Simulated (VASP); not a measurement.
Set up this calculation in VASP 6.6.1, as the native input.

- Task: single point
- Functional: PBE
- Potentials or basis: VASP PAW PBE potentials, release 64 (B)
- Cutoff: 520 eV
- k mesh: 8 × 8 × 8
- Occupations: gaussian, width 0.1 eV
- Spin: no spin polarisation
- Dipole correction: no
- Further INCAR settings: ALGO = Normal; EDIFF = 1e-06; NBANDS = 14

The structure of B lies in POSCAR:

```
B
1.0
   -1.3562673700      2.6311771000      2.2362302400
    1.3562673700     -2.6311771000      2.2362302400
    1.3562673700      2.6311771000     -2.2362302400
B
4
Direct
    0.0116296500      0.2630089100      0.7486207400
    0.5143881600      0.2630089100      0.2513792600
    0.2589471500      0.6057077100      0.6532394400
    0.9524682700      0.6057077100      0.3467605600
```

One way to write it, as run:

INCAR

```
SYSTEM = B
PREC     = Accurate       ! precision mode
ENCUT    = 520            ! plane-wave cutoff, eV
EDIFF    = 1E-6           ! SCF threshold, eV
ISMEAR   = 0              ! smearing method
SIGMA    = 0.1            ! smearing width, eV
LREAL    = .FALSE.        ! projectors in reciprocal space
LASPH    = .TRUE.         ! aspherical terms in the spheres
NELM     = 100            ! most SCF steps
ALGO     = Normal         ! electronic algorithm
ISIF     = 2              ! what is computed and relaxed
LWAVE    = .FALSE.        ! write WAVECAR
LCHARG   = .FALSE.        ! write CHGCAR
GGA      = PE             ! functional
NBANDS   = 14             ! bands
```

KPOINTS

```
regular mesh
0
G
  8 8 8
  0 0 0
```

Potentials or basis: VASP PAW PBE potentials, release 64 (B).

Run with:

```bash
$ cat potpaw_PBE.64/B/POTCAR > POTCAR
$ mpirun -np 1 vasp_std > vasp.out
```

Results of the run:

```json
{"Pressure": "36.3 GPa", "Largest force": "0.217 eV/Å", "Band gap on the k mesh": "zero (band 6 reaches 7.42 eV, above the bottom of band 7 at 2.60 eV)"}
```

Wall time 18 s on 1 thread of Intel(R) Xeon(R) 6975P-C (Granite Rapids) (shared host), peak memory 0.16 GiB.
